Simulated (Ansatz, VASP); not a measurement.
Two plane-wave programs on Mo

```xyz
1
Lattice="-1.5802 1.5802 1.5802 1.5802 -1.5802 1.5802 1.5802 1.5802 -1.5802" Properties=species:S:1:pos:R:3 pbc="T T T"
Mo    0.0000    0.0000    0.0000
```

Alike in both runs: functional PBE; k mesh 18 × 18 × 18; occupations gaussian, width 0.1 eV; no spin polarisation.

Ansatz relaxed the structure, and its values are those at the end. VASP's run is a single point on that final structure, the one shown.

|  | VASP | Ansatz |
| --- | --- | --- |
| version | VASP 6.6.1 | Ansatz 0.2.0 |
| potentials or method | VASP PAW PBE potentials, release 64 (Mo_sv), cutoff 520 eV | scalar-relativistic, plane waves, PAW |
| valence electrons in the cell | 14 | 14 |

VASP gave:

```
gap on the k mesh at the Fermi level (eV) : none
pressure (GPa)                            : 0.5
```

Problem. What did Ansatz give for the same quantities?

Solution. gap on the k mesh at the Fermi level (eV): none; pressure (GPa): 0.0.

A gap of «none» marks a metal or a gap that the smearing closes.
